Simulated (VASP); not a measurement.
Crystal: Ir.

```xyz
2
Lattice="0.0000 2.6731 2.6731 2.6731 0.0000 2.6731 2.6731 2.6731 0.0000" Properties=species:S:1:pos:R:3 pbc="T T T"
Ir    0.6683    0.6683    0.6683
Ir    4.6780    4.6780    4.6780
```

```yaml
Program: VASP 6.6.1
Task: relaxation of cell and atoms
Functional: PBE
Potentials_or_basis: VASP PAW PBE potentials, release 64 (Ir)
Cutoff: 600 eV
k_mesh: 10 × 10 × 10
Occupations: fermi-dirac, width 0.1 eV
Spin: no spin polarisation
```

At the start: pressure 29.4 GPa; volume 19.10 Å³/atom.

**Question.** How do energy, volume and symmetry change on relaxing?

**Answer.** Over 5 steps the energy falls by 201.6 meV/atom and the volume is 21.57 Å³/atom (+12.9 %); space group Fd-3m (No. 227, to 0.05 Å).

The path:
```csv
step,energy change (eV),largest force (eV/Å),pressure (GPa),volume (Å³)
1,0.0000,0.0000,29.43,38.20
2,1.6709,0.0000,-25.54,61.07
3,-0.3961,0.0000,-2.98,43.89
4,-0.4030,0.0000,-0.54,43.27
5,-0.4033,0.0000,0.00,43.14
```

Final structure:
```
Ir
1.0
     0.00000    2.78364    2.78364
     2.78364    0.00000    2.78364
     2.78364    2.78364    0.00000
Ir
2
Cartesian
  0.6959 0.6959 0.6959
  4.8714 4.8714 4.8714
```
